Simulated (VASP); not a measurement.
# TiW8C8Cl4 in VASP: single point with PBE+D3(BJ)

Aim: the single point of TiW8C8Cl4 with PBE+D3(BJ).

All numbers are computed with VASP 6.6.1; they aren't measurements. Logs are shortened: lines on timing, memory, paths and dates and some standing lists are left out, and cuts for length are marked.

## (1) The cell of the first run

The cell holds a slab with vacuum, 21 atoms: a = 5.783 Å, b = 5.783 Å, c = 19.245 Å, α = 90.00°, β = 90.00°, γ = 120.00°.

## (2) Single point, PBE+D3(BJ)

Input file INCAR:

```
SYSTEM = TiW8C8Cl4
  PREC = Accurate
  ENCUT = 520
  EDIFF = 1E-6
  ISMEAR = 0
  SIGMA = 0.05
  LREAL = Auto
  LASPH = .True.
  NELM = 100
  ALGO = Normal
  ISIF = 2
  LWAVE = .False.
  LCHARG = .False.
  GGA = PE
  IVDW = 12
  NBANDS = 108
```

Input file KPOINTS:

```
regular mesh
0
Gamma
  3 3 1
  0 0 0
```

Input file POSCAR:

```
TiW8C8Cl4
1.0
    5.7832000000      0.0000000000      0.0000000000
   -2.8916000000      5.0083980000      0.0000000000
    0.0000000000      0.0000000000     19.2447000000
W C Ti Cl
8 8 1 4
Direct
    0.0000000000      0.0000000000      0.0519624000
   -0.0003612495     -0.0001043875      0.2004113166
    0.0000000000      0.5000000000      0.0519624000
    0.0002705258      0.5004048092      0.2004062482
    0.5000000000      0.0000000000      0.0519624000
    0.5000393064     -0.0000059387      0.2005066209
    0.5000000000      0.5000000000      0.0519624000
    0.5001610153      0.4997572103      0.2004103808
    0.3332778392      0.1666029324      0.1207285994
    0.3332769931      0.1666824358      0.2583442583
    0.3333919387      0.6666881505      0.1207258269
    0.3335729757      0.6665253605      0.2583348982
    0.8333222971      0.1667188188      0.1207255414
    0.8336530803      0.1669410895      0.2583437130
    0.8333249673      0.6666554206      0.1206966466
    0.8335269326      0.6667790807      0.2584623889
    0.8478584122      0.6783257865      0.4509661904
    1.1967807644      1.0244785704      0.4095983905
    0.5006817134      0.6794385774      0.4098321374
    0.8457826090      0.3282782973      0.4108312276
    0.8484282364      0.6805057518      0.5648378610
```

Potentials or basis: VASP PAW PBE potentials, release 64 (W_sv, C, Ti_sv, Cl).

Started as:

```
cat potpaw_PBE.64/W_sv/POTCAR potpaw_PBE.64/C/POTCAR potpaw_PBE.64/Ti_sv/POTCAR potpaw_PBE.64/Cl/POTCAR > POTCAR
mpirun -np 1 vasp_std > vasp.out
```

OUTCAR:

```text
SYSTEM = TiW8C8Cl4
   PREC = Accurate
   ENCUT = 520
   EDIFF = 1E-6
   ISMEAR = 0
   LREAL = Auto
   LASPH = .True.
   NELM = 100
   ISIF = 2
   GGA = PE
   IVDW = 12
 IVDW          = 12

 ion  position               nearest neighbor table
   1  0.000  0.000  0.052-  15 2.13   9 2.13  13 2.13   2 2.86   7 2.89   3 2.89   3 2.89   7 2.89
                             5 2.89   5 2.89
   2  1.000  1.000  0.200-  14 2.01  16 2.01  10 2.01  13 2.27  15 2.27   9 2.27   1 2.86   6 2.89
                             4 2.89   8 2.89   8 2.89   4 2.89   6 2.89
   3  0.000  0.500  0.052-  15 2.13  13 2.13  11 2.13   4 2.86   5 2.89   1 2.89   1 2.89   5 2.89
                             7 2.89   7 2.89
   4  0.000  0.500  0.200-  12 2.01  16 2.01  14 2.01  11 2.27  15 2.27  13 2.27   3 2.86   6 2.89
                             8 2.89   2 2.89   2 2.89   8 2.89   6 2.89
   5  0.500  0.000  0.052-  11 2.13  13 2.13   9 2.13   6 2.86   7 2.89   3 2.89   7 2.89   3 2.89
                             1 2.89   1 2.89
   6  0.500  1.000  0.201-  12 2.01  10 2.01  14 2.01  13 2.27  11 2.27   9 2.27   5 2.86   2 2.89
                             4 2.89   8 2.89   8 2.89   4 2.89   2 2.89
   7  0.500  0.500  0.052-  15 2.13  11 2.13   9 2.13   8 2.86   1 2.89   5 2.89   5 2.89   1 2.89
                             3 2.89   3 2.89
   8  0.500  0.500  0.200-  10 2.01  12 2.01  16 2.01   9 2.27  15 2.27  11 2.27   7 2.86   6 2.89
                             4 2.89   2 2.89   2 2.89   4 2.89   6 2.89
   9  0.333  0.167  0.121-   1 2.13   5 2.13   7 2.13   8 2.27   2 2.27   6 2.27
  10  0.333  0.167  0.258-   8 2.01   6 2.01   2 2.01
  11  0.333  0.667  0.121-   7 2.13   5 2.13   3 2.13   4 2.27   6 2.27   8 2.27
  12  0.334  0.667  0.258-   6 2.01   4 2.01   8 2.01
  13  0.833  0.167  0.121-   3 2.13   5 2.13   1 2.13   2 2.27   6 2.27   4 2.27
  14  0.834  0.167  0.258-   2 2.01   6 2.01   4 2.01
  15  0.833  0.667  0.121-   7 2.13   3 2.13   1 2.13   8 2.27   4 2.27   2 2.27
  16  0.834  0.667  0.258-   2 2.01   4 2.01   8 2.01
  17  0.848  0.678  0.451-  20 2.16  19 2.16  18 2.16  21 2.19
  18  0.197  0.024  0.410-  17 2.16
  19  0.501  0.679  0.410-  17 2.16
  20  0.846  0.328  0.411-  17 2.16
  21  0.848  0.681  0.565-  17 2.19

  LATTYP: Found a hexagonal cell.
 ALAT       =     5.7832000000
 C/A-ratio  =     3.3276905519

  Lattice vectors:

 A1 = (   5.7832000000,   0.0000000000,   0.0000000000)
 A2 = (  -2.8916000000,   5.0083980000,   0.0000000000)
 A3 = (   0.0000000000,   0.0000000000,  19.2447000000)

Analysis of symmetry for initial positions (statically):
=====================================================================
 Subroutine PRICEL returns:
 Original cell was already a primitive cell.

 Routine SETGRP: Setting up the symmetry group for a
 hexagonal supercell.

 Subroutine GETGRP returns: Found  1 space group operations
 (whereof  1 operations were pure point group operations)
 out of a pool of 24 trial point group operations.

The static configuration has the point symmetry C_1 .

Analysis of symmetry for dynamics (positions and initial velocities):
=====================================================================
 Subroutine PRICEL returns:
 Original cell was already a primitive cell.

 Routine SETGRP: Setting up the symmetry group for a
 hexagonal supercell.

 Subroutine GETGRP returns: Found  1 space group operations
 (whereof  1 operations were pure point group operations)
 out of a pool of 24 trial point group operations.

The dynamic configuration has the point symmetry C_1 .

 Subroutine INISYM returns: Found  1 space group operations
 (whereof  1 operations are pure point group operations),
 and found     1 'primitive' translations

----------------------------------------------------------------------------------------

                                     Primitive cell

  volume of cell :     557.4144

  direct lattice vectors                    reciprocal lattice vectors
     5.783200000  0.000000000  0.000000000     0.172914649  0.099832322  0.000000000
    -2.891600000  5.008398000  0.000000000     0.000000000  0.199664643  0.000000000
     0.000000000  0.000000000 19.244700000     0.000000000  0.000000000  0.051962358

  length of vectors
     5.783200000  5.783199900 19.244700000     0.199664640  0.199664643  0.051962358

  position of ions in fractional coordinates (direct lattice)
     0.000000000  0.000000000  0.051962400
     0.999638750  0.999895612  0.200411317
     0.000000000  0.500000000  0.051962400
     0.000270526  0.500404809  0.200406248
     0.500000000  0.000000000  0.051962400
     0.500039306  0.999994061  0.200506621
[... 13 lines left out ...]
     0.845782609  0.328278297  0.410831228
     0.848428236  0.680505752  0.564837861

  ion indices of the primitive-cell ions
   primitive index   ion index
                 1           1
                 2           2
                 3           3
                 4           4
                 5           5
                 6           6
[... 13 lines left out ...]
                20          20
                21          21

----------------------------------------------------------------------------------------

 KPOINTS: regular mesh

Automatic generation of k-mesh.
 Grid dimensions read from file:
 generate k-points for:    3    3    1

 Generating k-lattice:

  Cartesian coordinates                     Fractional coordinates (reciprocal lattice)
     0.057638216  0.033277441  0.000000000     0.333333333  0.000000000  0.000000000
     0.000000000  0.066554881  0.000000000     0.000000000  0.333333333  0.000000000
     0.000000000  0.000000000  0.051962358     0.000000000  0.000000000  1.000000000

  Length of vectors
     0.066554880  0.066554881  0.051962358

  Shift w.r.t. Gamma in fractional coordinates (k-lattice)
     0.000000000  0.000000000  0.000000000

 Subroutine IBZKPT returns following result:
 ===========================================

 Found      5 irreducible k-points:

 Following reciprocal coordinates:
            Coordinates               Weight
  0.000000  0.000000  0.000000      1.000000
  0.333333  0.000000  0.000000      2.000000
  0.000000  0.333333  0.000000      2.000000
 -0.333333  0.333333  0.000000      2.000000
  0.333333  0.333333  0.000000      2.000000
   k-points           NKPTS =      5   k-points in BZ     NKDIM =      5   number of bands    NBANDS=    108
   number of dos      NEDOS =    301   number of ions     NIONS =     21
   total plane-waves  NPLWV = 331776
   dimension x,y,z NGX =    48 NGY =   48 NGZ =  144
   dimension x,y,z NGXF=    96 NGYF=   96 NGZF=  288
   ions per type =               8   8   1   4
   NGX,Y,Z   is equivalent  to a cutoff of  13.80, 13.80, 12.44 a.u.
   NGXF,Y,Z  is equivalent  to a cutoff of  27.60, 27.60, 24.88 a.u.
 SYSTEM =  TiW8C8Cl4
   PREC   = accura    normal or accurate (medium, high low for compatibility)
   ISTART =      0    job   : 0-new  1-cont  2-samecut
   ICHARG =      2    charge: 1-file 2-atom 10-const
   ISPIN  =      1    spin polarized calculation?
   LNONCOLLINEAR =      F non collinear calculations
   LSORBIT =      F    spin-orbit coupling
   LASPH  =      T    aspherical Exc in radial PAW
   ENCUT  =  520.0 eV  38.22 Ry    6.18 a.u.  10.75 10.75 35.78*2*pi/ulx,y,z
   NELM   =    100;   NELMIN=  2; NELMDL= -5     # of ELM steps
   EDIFF  = 0.1E-05   stopping-criterion for ELM
   LREAL  =      T    real-space projection
   EDIFFG = 0.1E-04   stopping-criterion for IOM
   NSW    =      0    number of steps for IOM
   IBRION =     -1    ionic relax: 0-MD 1-quasi-New 2-CG
   NFREE  =      0    steps in history (QN), initial steepest desc. (CG)
   ISIF   =      2    stress and relaxation
   ISYM   =      2    0-nonsym 1-usesym 2-fastsym
   POTIM  = 0.5000    time-step for ionic-motion
   TEBEG  =    0.0;   TEEND  =   0.0 temperature during run
   PSTRESS=    0.0 pullay stress
   NELECT =     184.0000    total number of electrons
   NUPDOWN=      -1.0000    fix difference up-down
   EMIN   =  10.00;   EMAX   =-10.00  energy-range for DOS
   EFERMI =   0.00;   METHOD = LEGACY
   ISMEAR =     0;   SIGMA  =   0.05  broadening in eV -4-tet -1-fermi 0-gaus
   EFERMI_NEDOS =   21; number of points for ismear=-14 and -15
   IALGO  =     38    algorithm
   IMIX   =      4    mixing-type and parameters
     AMIX     =   0.40;   BMIX     =  1.00
     AMIX_MAG =   1.60;   BMIX_MAG =  1.00
  volume/ion in A,a.u.               =      26.54       179.12
  Fermi-wavevector in a.u.,A,eV,Ry     =   1.131414  2.138062 17.416772  1.280097
  Thomas-Fermi vector in A             =   2.268112
   LORBIT       =      0    0 simple, 1 ext, 2 COOP (PROOUT), +10 PAW based schemes
   GGA     = PE    functional components
   LHFCALC =     F    Hartree Fock is set to
   AEXX    =    0.0000 exact exchange contribution
   IVDW    =    12    specifies the selected vdW correction
   LEPSILON=     F    determine dielectric tensor
   LRPA    =     F    only Hartree local field effects (RPA)
 non-spin polarized calculation
 Gauss-broadening in eV      SIGMA  =   0.05
  energy-cutoff  :      520.00
  volume of cell :      557.41
 maximum number of plane-waves:     15051
 NGX is ok and might be reduce to    48
   NGX = 21   NGY = 21   NGZ = 71

 number of electron     183.9999983 magnetization

 Free energy of the ion-electron system (eV)
  ---------------------------------------------------
  ext. energy  EPLUGINS =         0.00000000
  ---------------------------------------------------
  free energy    TOTEN  =      -185.04173771 eV

  energy without entropy =     -185.02527008  energy(sigma->0) =     -185.03350390

 E-fermi :   1.5165     XC(G=0):  -7.1026

 val. band max:        1.5076643932   @ k =   0.0000   0.0000   0.0000
 cond. band min:       1.5548614141   @ k =   0.3333   0.0000   0.0000
 fundamental gap:      0.0471970209
 Fermi energy:         1.5165274081

 k-point     1 :       0.0000    0.0000    0.0000
  band No.  band energies     occupation
      1     -72.7330      2.00000
      2     -72.6723      2.00000
      3     -72.6649      2.00000
      4     -72.6648      2.00000
      5     -72.6566      2.00000
      6     -72.5974      2.00000
[... 524 lines left out ...]
    103       3.4147      0.00000
    104       3.4299      0.00000
 [bands above 104 left out]

------------------------ aborting loop because EDIFF is reached ----------------------------------------

 Edisp (eV)   -6.04819

 E8    (eV) :    -2.7342

  FORCE on cell =-STRESS in cart. coord.  units (eV):
  Direction    XX          YY          ZZ          XY          YZ          ZX
  --------------------------------------------------------------------------------------
  -------------------------------------------------------------------------------------
  Total      10.66881    10.69246     0.66166    -0.03690     0.01445    -0.00121
  in kB      30.66539    30.73336     1.90180    -0.10607     0.04154    -0.00349
  external pressure =       21.10 kB  Pullay stress =        0.00 kB

 VOLUME and BASIS-vectors are now :
 -----------------------------------------------------------------------------
  energy-cutoff  :      520.00
  volume of cell :      557.41
      direct lattice vectors                 reciprocal lattice vectors
     5.783200000  0.000000000  0.000000000     0.172914649  0.099832322  0.000000000
    -2.891600000  5.008398000  0.000000000     0.000000000  0.199664643  0.000000000
     0.000000000  0.000000000 19.244700000     0.000000000  0.000000000  0.051962358

 POSITION                                       TOTAL-FORCE (eV/Angst)
 -----------------------------------------------------------------------------------
      0.00000      0.00000      1.00000         0.003228      0.004175     -0.057676
      2.88981      5.00788      3.85686        -0.005810     -0.004379     -0.042502
     -1.44580      2.50420      1.00000         0.001913     -0.004090     -0.060205
     -1.44541      2.50623      3.85676        -0.000693      0.007798     -0.042683
      2.89160      0.00000      1.00000        -0.000097      0.000227     -0.028180
      0.00024      5.00837      3.85869        -0.000018     -0.000486     -0.046879
[... 13 lines left out ...]
      3.94208      1.64415      7.90632         0.004265     -0.006770      0.002814
      2.93888      3.40824     10.87014        -0.000929      0.003959     -0.009105
 -----------------------------------------------------------------------------------
    total drift:                               -0.008507     -0.002703      0.036059

  FREE ENERGIE OF THE ION-ELECTRON SYSTEM (eV)
  ---------------------------------------------------
  free  energy   TOTEN  =      -191.0899250834 eV

  energy  without entropy=     -191.0734574490  energy(sigma->0) =     -191.08169127
```

Wall time 16 min (1 thread of Intel Xeon Platinum 8259CL at 2.50GHz (Skylake/Cascade Lake), shared host); peak memory 0.79 GiB.

Results:

```yaml
Free_energy: -191.0899 eV
Largest_force: 0.101 eV/Å
Band_gap_on_the_k_mesh: zero (bands 92 and 93 overlap by 0.82 eV)
Dispersion_energy_per_atom: -0.288 eV
```

Forces in eV/Å, atoms in the order of the input:
```
W    0.003  0.004 -0.058
W   -0.006 -0.004 -0.043
W    0.002 -0.004 -0.060
W   -0.001  0.008 -0.043
W    0.000  0.000 -0.028
W    0.000  0.000 -0.047
W   -0.004  0.000 -0.057
W    0.007 -0.003 -0.042
C    0.000  0.000 -0.005
C    0.000  0.002  0.097
C    0.000  0.000 -0.004
C   -0.006 -0.001  0.098
C    0.001  0.000 -0.005
C    0.000 -0.003  0.099
C    0.001  0.000 -0.008
C   -0.002 -0.001  0.101
Ti   0.001  0.001  0.014
Cl   0.004  0.005 -0.003
Cl  -0.005 -0.001 -0.002
Cl   0.004 -0.007  0.003
Cl  -0.001  0.004 -0.009
```

Caveat: the k points lie up to 0.42 Å⁻¹ apart, too coarse for converged energies and pressures of a metal; spin-orbit coupling is left out, which moves the levels of the heavy elements.
